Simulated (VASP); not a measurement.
A run of VASP 6.6.1:

File INCAR:

```
SYSTEM = TaWC2
ALGO = Normal
EDIFF = 1E-6
ENCUT = 700
GGA = CA
GGA_COMPAT = .FALSE.
ISIF = 2
ISMEAR = -1
LASPH = .TRUE.
LCHARG = .FALSE.
LREAL = .FALSE.
LWAVE = .FALSE.
NBANDS = 26
NELM = 120
PREC = Accurate
SIGMA = 0.05
```

The input KPOINTS:

```
k-points
0
G
  10 10 10
  0 0 0
```

Contents of POSCAR:

```
TaWC2
1.0
    1.5822650862      0.9135211734      5.1354062173
   -1.5822650862      0.9135211734      5.1354062173
    0.0000000000     -1.8270423469      5.1354062173
W Ta C
1 1 2
Direct
    0.0000000000      0.0000000000      0.0000000000
    0.5000000000      0.5000000000      0.5000000000
    0.2509330000      0.2509330000      0.2509330000
    0.7490670000      0.7490670000      0.7490670000
```

Potentials or basis: VASP PAW LDA potentials, release 64 (W_sv, Ta_sv_GW, C).

Launch:

```sh
$ cat potpaw_LDA.64/W_sv/POTCAR potpaw_LDA.64/Ta_sv_GW/POTCAR potpaw_LDA.64/C/POTCAR > POTCAR
$ mpirun -np 1 vasp_std > vasp.out
```

Hardware: 1 thread of Intel(R) Xeon(R) Platinum 8375C CPU @ 2.90GHz (Ice Lake) (shared host).

**Question.** Estimate the wall time of this run.

**Answer.** Wall time 7.7 min on 1 thread of Intel(R) Xeon(R) Platinum 8375C CPU @ 2.90GHz (Ice Lake), on a shared host, peak memory 0.43 GiB. Counts: scf iterations 16, k points 116.
